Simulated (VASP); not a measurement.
Set up this calculation in VASP 6.6.1, as the native input.

```
Task                   : single point
Functional             : PBE
Potentials or basis    : VASP PAW PBE potentials, release 64 (Si, N)
Cutoff                 : 520 eV
k mesh                 : 6 × 6 × 6
Occupations            : gaussian, width 0.1 eV
Spin                   : no spin polarisation
Dipole correction      : no
Further INCAR settings : ALGO = Normal; EDIFF = 1e-06; NBANDS = 14
```

The structure of Si2N lies in POSCAR:

```
Si2N
1.0
    0.0000000000      2.6220916076      2.6220916076
    2.6220916076      0.0000000000      2.6220916076
    2.6220916076      2.6220916076      0.0000000000
Si N
2 1
Direct
    0.2500000000      0.2500000000      0.2500000000
    0.7500000000      0.7500000000      0.7500000000
    0.0000000000      0.0000000000      0.0000000000
```

One way to write it, as run:

INCAR

```
PREC     = Accurate       # precision mode
ENCUT    = 520            # plane-wave cutoff, eV
EDIFF    = 1E-6           # SCF threshold, eV
ISMEAR   = 0              # smearing method
SIGMA    = 0.1            # smearing width, eV
LREAL    = False          # projectors in reciprocal space
LASPH    = True           # aspherical terms in the spheres
NELM     = 60             # most SCF steps
ALGO     = Normal         # electronic algorithm
ISIF     = 2              # what is computed and relaxed
LWAVE    = False          # write WAVECAR
LCHARG   = True           # write CHGCAR
GGA      = PE             # functional
LELF     = True           # ELF
LVHAR    = True         
NBANDS   = 14             # bands
```

KPOINTS

```
Automatic mesh
0
Gamma
  6 6 6
```

Potentials or basis: VASP PAW PBE potentials, release 64 (Si, N).

The run is started by

```sh
$ cat potpaw_PBE.64/Si/POTCAR potpaw_PBE.64/N/POTCAR > POTCAR
$ mpirun -np 1 vasp_std > vasp.out
```

Results of the run:

| Quantity | Value |
| --- | --- |
| Pressure | 7.5 GPa |

Run time: 5.2 s on 1 thread of Intel(R) Xeon(R) 6975P-C (Granite Rapids), on a shared host, peak memory 0.14 GiB.
